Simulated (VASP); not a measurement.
# GaN (F-43m) in VASP: further runs

The runs below take GaN through single point, with PBEsol, PBE.

Program: VASP 6.6.1. These are calculated values, not measurements. Logs are shortened: lines on timing, memory, paths and dates and some standing lists are left out, and cuts for length are marked.

### Step 1. The cell of the first run

Symmetry: F-43m, No. 216, cubic system. Conventional cell: a = 4.507 Å, b = 4.507 Å, c = 4.507 Å, α = 90.00°, β = 90.00°, γ = 90.00°. Ga (site symmetry -43m) has 4 N at 1.95 Å within 2.6 Å. N (site symmetry -43m) has 4 Ga at 1.95 Å within 2.6 Å.

### Step 2. Single point, PBEsol

The input, INCAR:

```
SYSTEM = GaN
ALGO = Normal
EDIFF = 1E-6
ENCUT = 600
GGA = PS
GGA_COMPAT = .FALSE.
ISIF = 2
ISMEAR = 0
LASPH = .TRUE.
LCHARG = .FALSE.
LREAL = .FALSE.
LWAVE = .FALSE.
NBANDS = 16
NELM = 120
PREC = Accurate
SIGMA = 0.1
```

The input, KPOINTS:

```
k-points
0
G
  6 6 6
  0 0 0
```

The input, POSCAR:

```
GaN
1.0
    0.0000000000      2.2535006075      2.2535006075
    2.2535006075      0.0000000000      2.2535006075
    2.2535006075      2.2535006075      0.0000000000
Ga N
1 1
Direct
    0.0000000000      0.0000000000      0.0000000000
    0.7500000000      0.7500000000      0.7500000000
```

Potentials or basis: VASP PAW PBE potentials, release 64 (Ga_d, N).

Launch:

```sh
cat potpaw_PBE.64/Ga_d/POTCAR potpaw_PBE.64/N/POTCAR > POTCAR
mpirun -np 1 vasp_std > vasp.out
```

OUTCAR:

```text
SYSTEM = GaN
   EDIFF = 1E-6
   ENCUT = 600
   GGA = PS
   ISIF = 2
   ISMEAR = 0
   LASPH = .TRUE.
   LREAL = .FALSE.
   NELM = 120
   PREC = Accurate

 ion  position               nearest neighbor table
   1  0.000  0.000  0.000-   2 1.95   2 1.95   2 1.95   2 1.95
   2  0.750  0.750  0.750-   1 1.95   1 1.95   1 1.95   1 1.95

  LATTYP: Found a face centered cubic cell.
 ALAT       =     4.5070012150

  Lattice vectors:

 A1 = (   0.0000000000,   2.2535006075,   2.2535006075)
 A2 = (   2.2535006075,   0.0000000000,   2.2535006075)
 A3 = (   2.2535006075,   2.2535006075,   0.0000000000)

Analysis of symmetry for initial positions (statically):
=====================================================================
 Subroutine PRICEL returns:
 Original cell was already a primitive cell.

 Routine SETGRP: Setting up the symmetry group for a
 face centered cubic supercell.

 Subroutine GETGRP returns: Found 24 space group operations
 (whereof 24 operations were pure point group operations)
 out of a pool of 48 trial point group operations.

The static configuration has the point symmetry T_d .

Analysis of symmetry for dynamics (positions and initial velocities):
=====================================================================
 Subroutine PRICEL returns:
 Original cell was already a primitive cell.

 Routine SETGRP: Setting up the symmetry group for a
 face centered cubic supercell.

 Subroutine GETGRP returns: Found 24 space group operations
 (whereof 24 operations were pure point group operations)
 out of a pool of 48 trial point group operations.

The dynamic configuration has the point symmetry T_d .

 Subroutine INISYM returns: Found 24 space group operations
 (whereof 24 operations are pure point group operations),
 and found     1 'primitive' translations

----------------------------------------------------------------------------------------

                                     Primitive cell

  volume of cell :      22.8877

  direct lattice vectors                    reciprocal lattice vectors
     0.000000000  2.253500607  2.253500607    -0.221877020  0.221877020  0.221877020
     2.253500607  0.000000000  2.253500607     0.221877020 -0.221877020  0.221877020
     2.253500607  2.253500607  0.000000000     0.221877020  0.221877020 -0.221877020

  length of vectors
     3.186931122  3.186931122  3.186931122     0.384302272  0.384302272  0.384302272

  position of ions in fractional coordinates (direct lattice)
     0.000000000  0.000000000  0.000000000
     0.750000000  0.750000000  0.750000000

  ion indices of the primitive-cell ions
   primitive index   ion index
                 1           1
                 2           2

----------------------------------------------------------------------------------------

 KPOINTS: k-points

Automatic generation of k-mesh.
 Grid dimensions read from file:
 generate k-points for:    6    6    6

 Generating k-lattice:

  Cartesian coordinates                     Fractional coordinates (reciprocal lattice)
    -0.036979503  0.036979503  0.036979503     0.166666667  0.000000000  0.000000000
     0.036979503 -0.036979503  0.036979503     0.000000000  0.166666667  0.000000000
     0.036979503  0.036979503 -0.036979503     0.000000000  0.000000000  0.166666667

  Length of vectors
     0.064050379  0.064050379  0.064050379

  Shift w.r.t. Gamma in fractional coordinates (k-lattice)
     0.000000000  0.000000000  0.000000000

 Subroutine IBZKPT returns following result:
 ===========================================

 Found     16 irreducible k-points:

 Following reciprocal coordinates:
            Coordinates               Weight
  0.000000  0.000000  0.000000      1.000000
  0.166667  0.000000  0.000000      8.000000
  0.333333  0.000000  0.000000      8.000000
  0.500000  0.000000  0.000000      4.000000
  0.166667  0.166667  0.000000      6.000000
  0.333333  0.166667  0.000000     24.000000
[... 8 lines left out ...]
 -0.333333  0.333333  0.166667     24.000000
 -0.333333  0.500000  0.166667     12.000000
   k-points           NKPTS =     16   k-points in BZ     NKDIM =     16   number of bands    NBANDS=     16
   number of dos      NEDOS =    301   number of ions     NIONS =      2
   total plane-waves  NPLWV =  21952
   dimension x,y,z NGX =    28 NGY =   28 NGZ =   28
   dimension x,y,z NGXF=    56 NGYF=   56 NGZF=   56
   ions per type =               1   1
   NGX,Y,Z   is equivalent  to a cutoff of  14.61, 14.61, 14.61 a.u.
   NGXF,Y,Z  is equivalent  to a cutoff of  29.21, 29.21, 29.21 a.u.
 SYSTEM =  GaN
   PREC   = accura    normal or accurate (medium, high low for compatibility)
   ISTART =      0    job   : 0-new  1-cont  2-samecut
   ICHARG =      2    charge: 1-file 2-atom 10-const
   ISPIN  =      1    spin polarized calculation?
   LNONCOLLINEAR =      F non collinear calculations
   LSORBIT =      F    spin-orbit coupling
   LASPH  =      T    aspherical Exc in radial PAW
   ENCUT  =  600.0 eV  44.10 Ry    6.64 a.u.   6.37  6.37  6.37*2*pi/ulx,y,z
   NELM   =    120;   NELMIN=  2; NELMDL= -5     # of ELM steps
   EDIFF  = 0.1E-05   stopping-criterion for ELM
   LREAL  =      F    real-space projection
[... 7 lines left out ...]
   TEBEG  =    0.0;   TEEND  =   0.0 temperature during run
   PSTRESS=    0.0 pullay stress
   NELECT =      18.0000    total number of electrons
   NUPDOWN=      -1.0000    fix difference up-down
   EMIN   =  10.00;   EMAX   =-10.00  energy-range for DOS
   EFERMI =   0.00;   METHOD = LEGACY
   ISMEAR =     0;   SIGMA  =   0.10  broadening in eV -4-tet -1-fermi 0-gaus
   EFERMI_NEDOS =   21; number of points for ismear=-14 and -15
   IALGO  =     38    algorithm
   IMIX   =      4    mixing-type and parameters
     AMIX     =   0.40;   BMIX     =  1.00
     AMIX_MAG =   1.60;   BMIX_MAG =  1.00
  volume/ion in A,a.u.               =      11.44        77.23
  Fermi-wavevector in a.u.,A,eV,Ry     =   1.511117  2.855596 31.068543  2.283473
  Thomas-Fermi vector in A             =   2.621216
   LORBIT       =      0    0 simple, 1 ext, 2 COOP (PROOUT), +10 PAW based schemes
   GGA     = PS    functional components
   LHFCALC =     F    Hartree Fock is set to
   AEXX    =    0.0000 exact exchange contribution
   IVDW    =     0    specifies the selected vdW correction
   LEPSILON=     F    determine dielectric tensor
   LRPA    =     F    only Hartree local field effects (RPA)
 non-spin polarized calculation
 Gauss-broadening in eV      SIGMA  =   0.10
  energy-cutoff  :      600.00
  volume of cell :       22.89
 maximum number of plane-waves:       778
 NGX is ok and might be reduce to    28
   NGX = 13   NGY = 13   NGZ = 13

 number of electron      18.0000005 magnetization

 Free energy of the ion-electron system (eV)
  ---------------------------------------------------
  ext. energy  EPLUGINS =         0.00000000
  ---------------------------------------------------
  free energy    TOTEN  =       -13.11897749 eV

  energy without entropy =      -13.11897749  energy(sigma->0) =      -13.11897749

 E-fermi :   5.6108     XC(G=0): -11.9011

 val. band max:        5.1543723300   @ k =   0.0000   0.0000   0.0000
 cond. band min:       6.8350419793   @ k =   0.0000   0.0000   0.0000
 fundamental gap:      1.6806696492
 Fermi energy:         5.6107841714

 k-point     1 :       0.0000    0.0000    0.0000
  band No.  band energies     occupation
      1     -10.7795      2.00000
      2      -8.2539      2.00000
      3      -8.2539      2.00000
      4      -8.2539      2.00000
      5      -7.9290      2.00000
      6      -7.9290      2.00000
[... 8 lines left out ...]
     15      23.8415      0.00000
     16      23.8415      0.00000

 k-point     2 :       0.1667    0.0000    0.0000
  band No.  band energies     occupation
      1     -10.4878      2.00000
      2      -8.2195      2.00000
      3      -8.2195      2.00000
      4      -8.1304      2.00000
      5      -7.9305      2.00000
      6      -7.9305      2.00000
[... 8 lines left out ...]
     15      21.9284      0.00000
     16      21.9284      0.00000

 k-point     3 :       0.3333    0.0000    0.0000
  band No.  band energies     occupation
      1      -9.9976      2.00000
      2      -8.1738      2.00000
      3      -8.1738      2.00000
      4      -7.9081      2.00000
      5      -7.9081      2.00000
      6      -7.4704      2.00000
[... 8 lines left out ...]
     15      22.6940      0.00000
     16      22.6940      0.00000

 k-point     4 :       0.5000    0.0000    0.0000
  band No.  band energies     occupation
      1      -9.8381      2.00000
      2      -8.1652      2.00000
      3      -8.1652      2.00000
      4      -7.8814      2.00000
      5      -7.8814      2.00000
      6      -6.6763      2.00000
[... 8 lines left out ...]
     15      24.6847      0.00000
     16      24.6847      0.00000

 k-point     5 :       0.1667    0.1667    0.0000
  band No.  band energies     occupation
      1     -10.3947      2.00000
      2      -8.1841      2.00000
      3      -8.1841      2.00000
      4      -8.1490      2.00000
      5      -7.9398      2.00000
      6      -7.9095      2.00000
[... 8 lines left out ...]
     15      25.6447      0.00000
     16      25.7581      0.00000

 k-point     6 :       0.3333    0.1667    0.0000
  band No.  band energies     occupation
      1      -9.9902      2.00000
      2      -8.1559      2.00000
      3      -8.1236      2.00000
      4      -8.0175      2.00000
      5      -7.8881      2.00000
      6      -7.5665      2.00000
[... 8 lines left out ...]
     15      24.4863      0.00000
     16      25.0659      0.00000

 k-point     7 :       0.5000    0.1667    0.0000
  band No.  band energies     occupation
      1      -9.7805      2.00000
      2      -8.1564      2.00000
      3      -8.1085      2.00000
      4      -7.9507      2.00000
      5      -7.8787      2.00000
      6      -6.6026      2.00000
[... 8 lines left out ...]
     15      24.3828      0.00000
     16      25.3515      0.00000

 k-point     8 :      -0.3333    0.1667    0.0000
  band No.  band energies     occupation
      1      -9.8238      2.00000
      2      -8.1584      2.00000
      3      -8.1225      2.00000
      4      -7.9245      2.00000
      5      -7.9232      2.00000
      6      -6.8800      2.00000
[... 8 lines left out ...]
     15      22.1842      0.00000
     16      24.9072      0.00000

 k-point     9 :      -0.1667    0.1667    0.0000
  band No.  band energies     occupation
      1     -10.1372      2.00000
      2      -8.1765      2.00000
      3      -8.1754      2.00000
      4      -7.9631      2.00000
      5      -7.9513      2.00000
      6      -7.7584      2.00000
[... 8 lines left out ...]
     15      21.8691      0.00000
     16      24.9433      0.00000

 k-point    10 :       0.3333    0.3333    0.0000
  band No.  band energies     occupation
      1      -9.8100      2.00000
      2      -8.1226      2.00000
      3      -8.0305      2.00000
      4      -8.0305      2.00000
      5      -7.8705      2.00000
      6      -7.2296      2.00000
[... 8 lines left out ...]
     15      27.4638      0.00000
     16      27.5874      0.00000

 k-point    11 :       0.5000    0.3333    0.0000
  band No.  band energies     occupation
      1      -9.6910      2.00000
      2      -8.1378      2.00000
      3      -8.0011      2.00000
      4      -7.9951      2.00000
      5      -7.8673      2.00000
      6      -6.4032      2.00000
[... 8 lines left out ...]
     15      27.5104      0.00000
     16      27.5622      0.00000

 k-point    12 :      -0.3333    0.3333    0.0000
  band No.  band energies     occupation
      1      -9.6944      2.00000
      2      -8.1427      2.00000
      3      -8.0275      2.00000
      4      -7.9760      2.00000
      5      -7.9107      2.00000
      6      -6.1757      2.00000
[... 8 lines left out ...]
     15      23.9611      0.00000
     16      27.8966      0.00000

 k-point    13 :       0.5000    0.5000    0.0000
  band No.  band energies     occupation
      1      -9.6607      2.00000
      2      -8.1713      2.00000
      3      -7.9457      2.00000
      4      -7.9457      2.00000
      5      -7.8510      2.00000
      6      -6.2474      2.00000
[... 8 lines left out ...]
     15      26.8287      0.00000
     16      29.7008      0.00000

 k-point    14 :       0.5000    0.3333    0.1667
  band No.  band energies     occupation
      1      -9.7688      2.00000
      2      -8.1176      2.00000
      3      -8.0966      2.00000
      4      -7.9893      2.00000
      5      -7.8920      2.00000
      6      -6.8117      2.00000
[... 8 lines left out ...]
     15      24.9010      0.00000
     16      27.4379      0.00000

 k-point    15 :      -0.3333    0.3333    0.1667
  band No.  band energies     occupation
      1      -9.6943      2.00000
      2      -8.1323      2.00000
      3      -8.0651      2.00000
      4      -7.9531      2.00000
      5      -7.9059      2.00000
      6      -6.1737      2.00000
[... 8 lines left out ...]
     15      23.8871      0.00000
     16      27.8323      0.00000

 k-point    16 :      -0.3333    0.5000    0.1667
  band No.  band energies     occupation
      1      -9.6590      2.00000
      2      -8.1240      2.00000
      3      -8.0475      2.00000
      4      -7.9378      2.00000
      5      -7.8890      2.00000
      6      -6.0242      2.00000
[... 8 lines left out ...]
     15      25.6694      0.00000
     16      28.0730      0.00000

------------------------ aborting loop because EDIFF is reached ----------------------------------------

  FORCE on cell =-STRESS in cart. coord.  units (eV):
  Direction    XX          YY          ZZ          XY          YZ          ZX
  --------------------------------------------------------------------------------------
  -------------------------------------------------------------------------------------
  Total       -0.2180227     -0.2180227     -0.2180227      0.0000000      0.0000000      0.0000000
  in kB      -15.2619245    -15.2619245    -15.2619245      0.0000000      0.0000000      0.0000000
  external PRESSURE =     -15.2619245 kB  Pullay stress =       0.0000000 kB

 VOLUME and BASIS-vectors are now :
 -----------------------------------------------------------------------------
  energy-cutoff  :      600.00
  volume of cell :       22.89
      direct lattice vectors                 reciprocal lattice vectors
     0.000000000  2.253500607  2.253500607    -0.221877020  0.221877020  0.221877020
     2.253500607  0.000000000  2.253500607     0.221877020 -0.221877020  0.221877020
     2.253500607  2.253500607  0.000000000     0.221877020  0.221877020 -0.221877020

 POSITION                                       TOTAL-FORCE (eV/Angst)
 -----------------------------------------------------------------------------------
      0.00000      0.00000      0.00000        -0.000000     -0.000000     -0.000000
      3.38025      3.38025      3.38025         0.000000      0.000000      0.000000
 -----------------------------------------------------------------------------------
    total drift:                               -0.000000     -0.000000     -0.000000

  FREE ENERGIE OF THE ION-ELECTRON SYSTEM (eV)
  ---------------------------------------------------
  free  energy   TOTEN  =       -13.1189774863 eV

  energy  without entropy=      -13.1189774863  energy(sigma->0) =      -13.11897749
```

It took 6.6 s on 1 thread of AMD EPYC 9R45 (Zen 5), shared host; peak memory 0.13 GiB.

Results:

```yaml
Free_energy: -13.1190 eV
Pressure: -1.5 GPa
Band_gap_on_the_k_mesh: 1.68 eV, direct
```

Levels at points of the mesh, in eV from the valence-band top:
```tsv
k point	band 6	band 7	band 8	band 9	band 10	band 11	band 12	band 13
(0.00, 0.00, 0.00)	-13.08	0.00	0.00	0.00	1.68	10.20	10.20	10.20
(0.50, 0.00, 0.00)	-11.83	-7.12	-0.98	-0.98	4.56	8.63	10.26	10.26
(0.50, 0.50, 0.00)	-11.40	-6.18	-2.74	-2.74	3.22	6.56	11.57	13.88
```

Caveat: the PAW data sets were made with another functional, which shifts forces and pressure a little.

### Step 3. Single point, PBEsol

The input, INCAR:

```
  ALGO = Normal
  EDIFF = 1E-6
  ENCUT = 600
  GGA = PS
  GGA_COMPAT = False
  ISIF = 2
  ISMEAR = -1
  LASPH = True
  LCHARG = True
  LELF = True
  LREAL = False
  LVHAR = True
  LWAVE = False
  NBANDS = 16
  NELM = 120
  PREC = Accurate
  SIGMA = 0.051703999572871064
```

The input, KPOINTS:

```
k-points
0
Gamma
  6 6 6
```

POSCAR is that of step 2.

Potentials or basis: VASP PAW PBE potentials, release 64 (Ga_d, N).

Launch:

```sh
cat potpaw_PBE.64/Ga_d/POTCAR potpaw_PBE.64/N/POTCAR > POTCAR
mpirun -np 1 vasp_std > vasp.out
```

It took 7.2 s on 1 thread of AMD EPYC 9R45 (Zen 5), shared host; peak memory 0.13 GiB.

It converged, with:

```
Free energy            : -13.1190 eV
Pressure               : -1.5 GPa
Band gap on the k mesh : 1.68 eV, direct
```

Levels at points of the mesh, in eV from the valence-band top:
```csv
k point,band 6,band 7,band 8,band 9,band 10,band 11,band 12,band 13
"(0.00, 0.00, 0.00)",-13.08,0.00,0.00,0.00,1.68,10.20,10.20,10.20
"(0.50, 0.00, 0.00)",-11.83,-7.12,-0.98,-0.98,4.56,8.63,10.26,10.26
"(0.50, 0.50, 0.00)",-11.40,-6.18,-2.74,-2.74,3.22,6.56,11.57,13.88
```

Caveat: the PAW data sets were made with another functional, which shifts forces and pressure a little. A hybrid or GW would open this gap; PBEsol tends to underestimate it.

[end of part 1 of 2]
